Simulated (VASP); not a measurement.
Here is a VASP 6.6.1 calculation.

INCAR

```
SYSTEM = Br
ALGO = Normal ; EDIFF = 1E-7
ENCUT = 520 ; GGA = PE
ISIF = 2 ; ISMEAR = 0
IVDW = 12 ; LASPH = .TRUE.
LCHARG = .TRUE. ; LELF = .TRUE.
LREAL = .FALSE. ; LVHAR = .TRUE.
LWAVE = .FALSE. ; NBANDS = 22
NELM = 80 ; PREC = Accurate
SIGMA = 0.02
```

The input KPOINTS:

```
k-points
0
G
  8 8 4
  0 0 0
```

POSCAR

```
Br
1.0
    3.3377887287     -2.0358782011      0.0000000000
    3.3377887287      2.0358782011      0.0000000000
    0.0000000000      0.0000000000      8.5060464676
Br
4
Direct
    0.1558157535      0.8441842465      0.1196696583
    0.6558157535      0.3441842465      0.3803303417
    0.8441842465      0.1558157535      0.8803303417
    0.3441842465      0.6558157535      0.6196696583
```

Potentials or basis: VASP PAW PBE potentials, release 64 (Br).

Command:

```sh
$ cat potpaw_PBE.64/Br/POTCAR > POTCAR
$ mpirun -np 1 vasp_std > vasp.out
```

Problem. Predict the band gap on the k mesh.

Solution. 1.27 eV (least direct gap 1.38 eV).

Problem. Estimate the pressure.

Solution. 1.0 GPa.

Problem. Estimate the dispersion energy per atom.

Solution. -0.252 eV.

Problem. What does it give for the largest force?

Solution. 0.006 eV/Å.

Forces in eV/Å, atoms in the order of the input:
```
Br   0.000 -0.003  0.006
Br   0.000 -0.003 -0.006
Br   0.000  0.003 -0.006
Br   0.000  0.003  0.006
```

A k mesh can miss the band edges.
